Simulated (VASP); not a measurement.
Runs of VASP 6.6.1 on PtS2. The structure is that of space group P-3m1 (No. 164), or close to it. The cells are those of the table. 

```csv
task,cell,cutoff (eV),gap on the mesh (eV),pressure (GPa),largest force (eV/Å)
single point,"a = 3.568, b = 3.568, c = 4.490 Å, angles 90.0, 90.0, 120.0°, 3 atoms",520,none,2.1,0.02
single point,"a = 3.572, b = 3.572, c = 4.767 Å, angles 90.0, 90.0, 120.0°, 3 atoms",520,(a),-0.3,(b)
relaxation of shape and atoms at fixed volume,"relaxed from a = 3.536, b = 3.536, c = 4.572 Å, angles 90.0, 90.0, 120.0°, 3 atoms",600,none,2.4,-
relaxation of shape and atoms at fixed volume,"relaxed from a = 3.535, b = 3.535, c = 4.719 Å, angles 90.0, 90.0, 120.0°, 3 atoms",600,-,0.9,0.01
single point,"a = 3.565, b = 3.565, c = 5.071 Å, angles 90.0, 90.0, 120.0°, 3 atoms",520,0.67,-0.9,0.02
single point,"a = 3.569, b = 3.569, c = 4.916 Å, angles 90.0, 90.0, 120.0°, 3 atoms",520,0.50,(c),0.02
single point,"a = 3.573, b = 3.573, c = 4.620 Å, angles 90.0, 90.0, 120.0°, 3 atoms",520,-,0.6,0.02
```

Alike in all rows: level PBEsol; potentials or basis VASP PAW PBE potentials, release 64 (Pt, S); no spin polarisation; k mesh 12 × 12 × 8; smearing gaussian 0.02 eV.

Question: Fill in the values left out.

Answer: (a) 0.25; (b) 0.03; (c) -0.7.

Caveats: the PAW data sets were made with another functional, which shifts forces and pressure a little; spin-orbit coupling is left out, which moves the levels of the heavy elements.

A k mesh can miss the band edges, and the runs leave out spin-orbit coupling on Pt.

A gap of «none» marks levels without a gap at the run's occupations.
